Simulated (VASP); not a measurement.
# Ru4C in VASP: further runs, part 2 of 2

VASP 6.6.1. The steps go on from the part before.

## 3. Single point, LDA, collinear spin

INCAR

```
SYSTEM = Ru4C
ALGO = Normal
DIPOL = 0.5 0.5 0.346
EDIFF = 1E-6
ENCUT = 520
GGA = CA
IDIPOL = 3
ISIF = 2
ISMEAR = 0
ISPIN = 2
LASPH = .True.
LCHARG = .False.
LDIPOL = .True.
LMAXMIX = 4
LORBIT = 11
LREAL = .False.
LWAVE = .False.
MAGMOM = 0 0 0 0 2
NBANDS = 42
NELM = 150
PREC = Accurate
SIGMA = 0.1
```

KPOINTS

```
k-points
0
Gamma
  12 12 1
  0 0 0
```

POSCAR

```
Ru4C
1.0
    2.6740588489      0.0000000000      0.0000000000
   -1.3370294244      2.3158028943      0.0000000000
    0.0000000000      0.0000000000     23.2622039167
Ru C
4 1
Direct
    0.6666666667      0.3333333333      0.1719527528
    0.3333333333      0.6666666667      0.2628031512
    0.6666666667      0.3333333333      0.3532811882
    0.3333333333      0.6666666667      0.4411535534
    0.8333333333      0.6666666667      0.4983278437
```

Potentials or basis: VASP PAW LDA potentials, release 64 (Ru_pv, C).

Command:

```sh
$ cat potpaw_LDA.64/Ru_pv/POTCAR potpaw_LDA.64/C/POTCAR > POTCAR
$ mpirun -np 1 vasp_std > vasp.out
```

OUTCAR:

```text
SYSTEM = Ru4C
   EDIFF = 1E-6
   ENCUT = 520
   GGA = CA
   ISIF = 2
   ISMEAR = 0
   ISPIN = 2
   LASPH = .True.
   LORBIT = 11
   LREAL = .False.
   NELM = 150
   PREC = Accurate

 ion  position               nearest neighbor table
   1  0.667  0.333  0.172-   2 2.62   2 2.62   2 2.62
   2  0.333  0.667  0.263-   3 2.61   3 2.61   3 2.61   1 2.62   1 2.62   1 2.62
   3  0.667  0.333  0.353-   4 2.56   4 2.56   4 2.56   2 2.61   2 2.61   2 2.61
   4  0.333  0.667  0.441-   5 1.89   5 1.89   3 2.56   3 2.56   3 2.56   5 2.67   5 2.67
   5  0.833  0.667  0.498-   4 1.89   4 1.89   4 2.67   4 2.67

  LATTYP: Found a hexagonal cell.
 ALAT       =     2.6740588489
 C/A-ratio  =     8.6992116596

  Lattice vectors:

 A1 = (   2.6740588489,   0.0000000000,   0.0000000000)
 A2 = (  -1.3370294244,   2.3158028943,   0.0000000000)
 A3 = (   0.0000000000,   0.0000000000,  23.2622039167)

Analysis of symmetry for initial positions (statically):
=====================================================================
 Subroutine PRICEL returns:
 Original cell was already a primitive cell.

 Routine SETGRP: Setting up the symmetry group for a
 hexagonal supercell.

 Subroutine GETGRP returns: Found  2 space group operations
 (whereof  2 operations were pure point group operations)
 out of a pool of 24 trial point group operations.

The static configuration has the point symmetry C_1h.

Analysis of symmetry for dynamics (positions and initial velocities):
=====================================================================
 Subroutine PRICEL returns:
 Original cell was already a primitive cell.

 Routine SETGRP: Setting up the symmetry group for a
 hexagonal supercell.

 Subroutine GETGRP returns: Found  2 space group operations
 (whereof  2 operations were pure point group operations)
 out of a pool of 24 trial point group operations.

The dynamic configuration has the point symmetry C_1h.
[... 179 lines left out ...]

 spin component 1

 k-point     1 :       0.0000    0.0000    0.0000
  band No.  band energies     occupation
      1     -42.0527      1.00000
      2     -41.5945      1.00000
      3     -41.4686      1.00000
      4     -41.1214      1.00000
      5     -41.0003      1.00000
      6     -40.8627      1.00000
[... 1069 lines left out ...]
     41      11.3674      0.00000
     42      11.4645      0.00000

 [... further k-points ...]

 spin component 2

 k-point     1 :       0.0000    0.0000    0.0000
  band No.  band energies     occupation
      1     -42.0527      1.00000
      2     -41.5945      1.00000
      3     -41.4686      1.00000
      4     -41.1214      1.00000
      5     -41.0003      1.00000
      6     -40.8627      1.00000
[... 1069 lines left out ...]
     41      11.3546      0.00000
     42      11.4646      0.00000

 [... further k-points ...]

------------------------ aborting loop because EDIFF is reached ----------------------------------------

 vacuum level on the upper side and lower side of the slab       (xc-potential included)         0.318        -0.552

  FORCE on cell =-STRESS in cart. coord.  units (eV):
  Direction    XX          YY          ZZ          XY          YZ          ZX
  --------------------------------------------------------------------------------------
  -------------------------------------------------------------------------------------
  Total        4.6190709      1.1495730      2.8577874      0.0000000      0.7180435      0.0000000
  in kB       51.3738129     12.7856774     31.7846247      0.0000000      7.9861586      0.0000000
  external PRESSURE =      31.9813717 kB  Pullay stress =       0.0000000 kB

 VOLUME and BASIS-vectors are now :
 -----------------------------------------------------------------------------
  energy-cutoff  :      520.00
  volume of cell :      144.05
      direct lattice vectors                 reciprocal lattice vectors
     2.674058849  0.000000000  0.000000000     0.373963348  0.215907840  0.000000000
    -1.337029424  2.315802894  0.000000000     0.000000000  0.431815679  0.000000000
     0.000000000  0.000000000 23.262203917     0.000000000  0.000000000  0.042988188

 POSITION                                       TOTAL-FORCE (eV/Angst)
 -----------------------------------------------------------------------------------
      1.33703      0.77193      4.00000        -0.000000     -0.029675      0.910619
     -0.00000      1.54387      6.11338         0.000000      0.010105     -0.818855
      1.33703      0.77193      8.21810        -0.000000     -0.423989     -2.620659
     -0.00000      1.54387     10.26220         0.000000      0.663499      2.633068
      1.33703      1.54387     11.59220        -0.000000     -0.219940     -0.104173
 -----------------------------------------------------------------------------------
    total drift:                               -0.000000      0.000032      0.000148

  FREE ENERGIE OF THE ION-ELECTRON SYSTEM (eV)
  ---------------------------------------------------
  free  energy   TOTEN  =       -47.6802305743 eV

  energy  without entropy=      -47.6648079528  energy(sigma->0) =      -47.67251926

 vacuum level on the upper side and lower side of the slab         8.078         7.178

 total charge

# of ion       s       p       d       tot
------------------------------------------
    1        0.402   6.230   5.960  12.591
    2        0.419   6.340   5.974  12.733
    3        0.429   6.350   6.046  12.824
    4        0.452   6.438   6.242  13.133
    5        0.998   1.246   0.000   2.243
--------------------------------------------------
tot          2.700  26.603  24.222  53.525

 magnetization (x)

# of ion       s       p       d       tot
------------------------------------------
    1        0.000  -0.000  -0.000  -0.000
    2        0.000  -0.000  -0.000  -0.000
    3        0.000  -0.000   0.000   0.000
    4       -0.000  -0.000  -0.000  -0.000
    5        0.000   0.000   0.000   0.000
--------------------------------------------------
tot          0.000   0.000  -0.000   0.000
```

OSZICAR:

```text
N       E                     dE             d eps       ncg     rms          rms(c)
DAV:   1     0.621057810914E+03    0.62106E+03   -0.37199E+04  8768   0.137E+03
DAV:   2    -0.321032815829E+02   -0.65316E+03   -0.62819E+03  8096   0.419E+02
DAV:   3    -0.502503947264E+02   -0.18147E+02   -0.17547E+02  8174   0.741E+01
[... 52 lines left out ...]
DAV:  56    -0.476802253920E+02   -0.26972E-05   -0.14861E-07  5092   0.963E-04    0.851E-04
DAV:  57    -0.476802269747E+02   -0.15827E-05   -0.22884E-08  5094   0.501E-04    0.754E-04
DAV:  58    -0.476802288778E+02   -0.19031E-05   -0.59769E-08  4966   0.825E-04    0.299E-04
DAV:  59    -0.476802302470E+02   -0.13692E-05   -0.45680E-08  5182   0.470E-04    0.224E-04
DAV:  60    -0.476802305743E+02   -0.32731E-06   -0.12480E-08  4922   0.292E-04
   1 F= -.47680231E+02 E0= -.47672519E+02  d E =-.154226E-01  mag=     0.0000
```

stdout:

```text
POSCAR found type information on POSCAR RuC
 POSCAR found :  2 types and       5 ions
 scaLAPACK will be used
 LDA part: xc-table for (Slater(with rela. corr.)+CA(PZ))
 , standard interpolation
 POSCAR, INCAR and KPOINTS ok, starting setup
 FFT: planning ... GRIDC
 FFT: planning ... GRID_SOFT
 FFT: planning ... GRID
 WAVECAR not read
 entering main loop
```

Run time: 50 min. Hardware: 1 thread of Oxide Virtual Turin-like, shared host; peak memory 0.44 GiB.

Results:

| Quantity | Value |
| --- | --- |
| Free energy | -47.6802 eV |
| Largest force | 2.715 eV/Å |
| Band gap on the k mesh | zero (filled and empty bands overlap) |
| Net moment | 0.00 μB per cell |
| Valence electrons inside the program's atomic spheres | Ru 12.59, 12.73, 12.82, 13.13; C 2.24 |

Forces in eV/Å, atoms in the order of the input:
```
Ru   0.000 -0.030  0.911
Ru   0.000  0.010 -0.819
Ru   0.000 -0.424 -2.621
Ru   0.000  0.663  2.633
C    0.000 -0.220 -0.104
```

## 4. Single point, LDA, collinear spin

INCAR

```
SYSTEM = Ru4C
ALGO     = Normal         ! electronic algorithm
DIPOL    = 0.5 0.5 0.362
EDIFF    = 1E-6           ! SCF threshold, eV
ENCUT    = 520            ! plane-wave cutoff, eV
GGA      = CA             ! functional
IDIPOL   = 3            
ISIF     = 2              ! what is computed and relaxed
ISMEAR   = 0              ! smearing method
ISPIN    = 2              ! spin polarisation
LASPH    = .True.         ! aspherical terms in the spheres
LCHARG   = .True.         ! write CHGCAR
LDIPOL   = .True.       
LELF     = .True.         ! ELF
LMAXMIX  = 4              ! l up to which the mixer works
LORBIT   = 11             ! projections on sites
LREAL    = .False.        ! projectors in reciprocal space
LVACPOTAV= .True.       
LVHAR    = .True.       
LWAVE    = .False.        ! write WAVECAR
MAGMOM   = 0 0 0 0 2      ! initial moments
NBANDS   = 42             ! bands
NELM     = 150            ! most SCF steps
PREC     = Accurate       ! precision mode
SIGMA    = 0.1            ! smearing width, eV
```

KPOINTS is that of step 3.

POSCAR, as its differences from that of step 3:

```diff
@@ -12,2 +12,2 @@
     0.3333333333      0.6666666667      0.4411535534
-    0.8333333333      0.6666666667      0.4983278437
+    0.8333333333      0.6666666667      0.5817249288
```

Potentials or basis: VASP PAW LDA potentials, release 64 (Ru_pv, C).

Command:

```sh
$ cat potpaw_LDA.64/Ru_pv/POTCAR potpaw_LDA.64/C/POTCAR > POTCAR
$ mpirun -np 1 vasp_std > vasp.out
```

OUTCAR:

```text
SYSTEM = Ru4C
   EDIFF = 1E-6
   ENCUT = 520
   GGA = CA
   ISIF = 2
   ISMEAR = 0
   ISPIN = 2
   LASPH = .True.
   LORBIT = 11
   LREAL = .False.
   NELM = 150
   PREC = Accurate

 ion  position               nearest neighbor table
   1  0.667  0.333  0.172-   2 2.62   2 2.62   2 2.62
   2  0.333  0.667  0.263-   3 2.61   3 2.61   3 2.61   1 2.62   1 2.62   1 2.62
   3  0.667  0.333  0.353-   4 2.56   4 2.56   4 2.56   2 2.61   2 2.61   2 2.61
   4  0.333  0.667  0.441-   3 2.56   3 2.56   3 2.56
   5  0.833  0.667  0.582-

  LATTYP: Found a hexagonal cell.
 ALAT       =     2.6740588489
 C/A-ratio  =     8.6992116596

  Lattice vectors:

 A1 = (   2.6740588489,   0.0000000000,   0.0000000000)
 A2 = (  -1.3370294244,   2.3158028943,   0.0000000000)
 A3 = (   0.0000000000,   0.0000000000,  23.2622039167)

Analysis of symmetry for initial positions (statically):
=====================================================================
 Subroutine PRICEL returns:
 Original cell was already a primitive cell.

 Routine SETGRP: Setting up the symmetry group for a
 hexagonal supercell.

 Subroutine GETGRP returns: Found  2 space group operations
 (whereof  2 operations were pure point group operations)
 out of a pool of 24 trial point group operations.

The static configuration has the point symmetry C_1h.

Analysis of symmetry for dynamics (positions and initial velocities):
=====================================================================
 Subroutine PRICEL returns:
 Original cell was already a primitive cell.

 Routine SETGRP: Setting up the symmetry group for a
 hexagonal supercell.

 Subroutine GETGRP returns: Found  2 space group operations
 (whereof  2 operations were pure point group operations)
 out of a pool of 24 trial point group operations.

The dynamic configuration has the point symmetry C_1h.

Analysis of structural, dynamic, and magnetic symmetry:
[... 172 lines left out ...]
 cond. band min:       1.9244932979   @ k =   0.0000   0.1667   0.0000
 fundamental gap:      0.0035505688
 Fermi energy:         1.9217702157

 spin component 1

 k-point     1 :       0.0000    0.0000    0.0000
  band No.  band energies     occupation
      1     -41.7167      1.00000
      2     -41.1973      1.00000
      3     -40.7973      1.00000
      4     -40.7957      1.00000
      5     -40.6704      1.00000
      6     -40.6702      1.00000
[... 1069 lines left out ...]
     41      10.2566      0.00000
     42      11.3050      0.00000

 [... further k-points ...]

 spin component 2

 k-point     1 :       0.0000    0.0000    0.0000
  band No.  band energies     occupation
      1     -41.7146      1.00000
      2     -41.1918      1.00000
      3     -40.7964      1.00000
      4     -40.7947      1.00000
      5     -40.6665      1.00000
      6     -40.6664      1.00000
[... 1069 lines left out ...]
     41      10.2701      0.00000
     42      11.3467      0.00000

 [... further k-points ...]

------------------------ aborting loop because EDIFF is reached ----------------------------------------

  FORCE on cell =-STRESS in cart. coord.  units (eV):
  Direction    XX          YY          ZZ          XY          YZ          ZX
  --------------------------------------------------------------------------------------
  -------------------------------------------------------------------------------------
  Total       -6.8172862     -6.6311487     -4.1296891     -0.0000000      0.0223343      0.0000000
  in kB      -75.8226044    -73.7523625    -45.9308551     -0.0000000      0.2484041      0.0000000
  external PRESSURE =     -65.1686073 kB  Pullay stress =       0.0000000 kB

 VOLUME and BASIS-vectors are now :
 -----------------------------------------------------------------------------
  energy-cutoff  :      520.00
  volume of cell :      144.05
      direct lattice vectors                 reciprocal lattice vectors
     2.674058849  0.000000000  0.000000000     0.373963348  0.215907840  0.000000000
    -1.337029424  2.315802894  0.000000000     0.000000000  0.431815679  0.000000000
     0.000000000  0.000000000 23.262203917     0.000000000  0.000000000  0.042988188

 POSITION                                       TOTAL-FORCE (eV/Angst)
 -----------------------------------------------------------------------------------
      1.33703      0.77193      4.00000        -0.000000     -0.001131      0.567807
     -0.00000      1.54387      6.11338        -0.000000     -0.004088     -0.675184
      1.33703      0.77193      8.21810        -0.000000     -0.001129      0.284055
     -0.00000      1.54387     10.26220         0.000000      0.007601      0.661718
      1.33703      1.54387     13.53220        -0.000000     -0.001254     -0.838396
 -----------------------------------------------------------------------------------
    total drift:                                0.000000      0.000020     -0.001656

  FREE ENERGIE OF THE ION-ELECTRON SYSTEM (eV)
  ---------------------------------------------------
  free  energy   TOTEN  =       -44.0362586761 eV

  energy  without entropy=      -44.0038504787  energy(sigma->0) =      -44.02005458

 vacuum level on the upper side and lower side of the slab         8.050         7.334

 total charge

# of ion       s       p       d       tot
------------------------------------------
    1        0.400   6.234   5.957  12.591
    2        0.420   6.340   5.977  12.738
    3        0.427   6.356   5.995  12.777
    4        0.399   6.245   5.973  12.617
    5        1.056   0.853   0.000   1.909
--------------------------------------------------
tot          2.703  26.027  23.902  52.632

 magnetization (x)

# of ion       s       p       d       tot
------------------------------------------
    1        0.000  -0.000   0.012   0.012
    2        0.000   0.000   0.006   0.006
    3        0.000   0.000  -0.001  -0.001
    4       -0.000  -0.000   0.010   0.010
    5        0.008   0.098   0.000   0.106
--------------------------------------------------
tot          0.007   0.098   0.028   0.134
```

Run time: 19 min. Hardware: 1 thread of Oxide Virtual Turin-like, shared host; peak memory 0.43 GiB.

What came out:

```
Free energy                                           : -44.0363 eV
Largest force                                         : 0.838 eV/Å
Net moment                                            : 0.23 μB per cell
Site moments                                          : Ru +0.01, -0.00 (each value once); C +0.11 μB
Valence electrons inside the program's atomic spheres : Ru 12.59, 12.74, 12.78, 12.62; C 1.91
```

Forces in eV/Å, atoms in the order of the input:
```
Ru   0.000 -0.001  0.568
Ru   0.000 -0.004 -0.675
Ru   0.000 -0.001  0.284
Ru   0.000  0.008  0.662
C    0.000 -0.001 -0.838
```

Levels at points of the mesh, in eV from the Fermi level:
Spin up:
```csv
k point,band 26,band 27,band 28,band 29,band 30,band 31,band 32,band 33,band 34,band 35
"(0.00, 0.00, 0.00)",-2.28,-2.09,-2.09,-1.24,-0.95,-0.94,0.16,0.16,0.53,1.03
"(0.50, 0.00, 0.00)",-1.07,0.05,0.14,0.84,1.12,1.45,1.48,1.69,2.07,2.19
"(0.00, 0.50, 0.00)",-1.10,0.13,0.18,0.54,1.29,1.45,1.48,1.69,2.07,2.19
```
Spin down:
```tsv
k point	band 26	band 27	band 28	band 29	band 30	band 31	band 32	band 33	band 34	band 35
(0.00, 0.00, 0.00)	-2.27	-2.08	-2.08	-1.16	-0.94	-0.94	0.16	0.17	0.55	1.04
(0.50, 0.00, 0.00)	-1.06	0.09	0.14	1.05	1.13	1.45	1.48	1.69	2.07	2.20
(0.00, 0.50, 0.00)	-1.09	0.14	0.19	0.72	1.38	1.45	1.48	1.69	2.08	2.20
```

Caveat: a moment this small can come from the mesh or the smearing.

## 5. The runs side by side

```tsv
cell	gap on the mesh (eV)	moment (μB)	largest force (eV/Å)
as given, atomic positions A	none	0.00	1.53
as given, atomic positions B	none	0.00	2.72
as given, atomic positions C	none	0.23	0.84
```

Alike in all rows: task single point; level LDA; potentials or basis VASP PAW LDA potentials, release 64 (Ru_pv, C); spin collinear; k mesh 12 × 12 × 1; cutoff (eV) 520; smearing gaussian 0.1 eV.

Caveats: a moment this small can come from the mesh or the smearing (at least some runs).

Total energies depend on the potentials used, so only differences within one code and one set of settings carry meaning.

The gap in the log of VASP goes by the Fermi energy; the results here count the filled bands.